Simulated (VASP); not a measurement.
SiO2:

```xyz
12
Lattice="5.0691 0.0000 0.0000 -2.5345 4.3899 0.0000 0.0000 0.0000 8.5585" Properties=species:S:1:pos:R:3 pbc="T T T"
Si    0.0000    2.9266    3.7411
Si    0.0000    2.9266    0.5381
Si    2.5345    1.4633    4.8174
Si    2.5345    1.4633    8.0204
O     2.1354    0.0000    0.0000
O     0.0000    2.9266    2.1396
O     2.5345    1.4633    6.4189
O    -1.4668    2.5406    4.2792
O     1.4668    2.5406    0.0000
O     2.9337    0.0000    4.2792
O     1.0677    1.8493    4.2792
O    -1.0677    1.8493    0.0000
```

Base run:

- Program: VASP 6.6.1
- Functional: PBEsol
- Potentials or basis: VASP PAW PBE potentials, release 64 (Si, O)
- Cutoff: 600 eV
- k mesh: 6 × 6 × 4
- Occupations: fermi-dirac, width 0.02 eV
- Spin: no spin polarisation

Its results: band gap on the k mesh 5.60 eV (least direct gap 5.64 eV); pressure 2.3 GPa; largest force 0.159 eV/Å.

The run is repeated on the same cell with these changes: functional from PBEsol to r2SCAN; cutoff from 600 eV to 660 eV; occupations from fermi-dirac, width 0.02 eV to gaussian, width 0.01 eV. What comes out?

Band gap on the k mesh 6.18 eV (least direct gap 6.22 eV); pressure -0.1 GPa; largest force 0.024 eV/Å.

Caveats: the PAW data sets were made with another functional, which shifts forces and pressure a little.

A k mesh can miss the band edges.
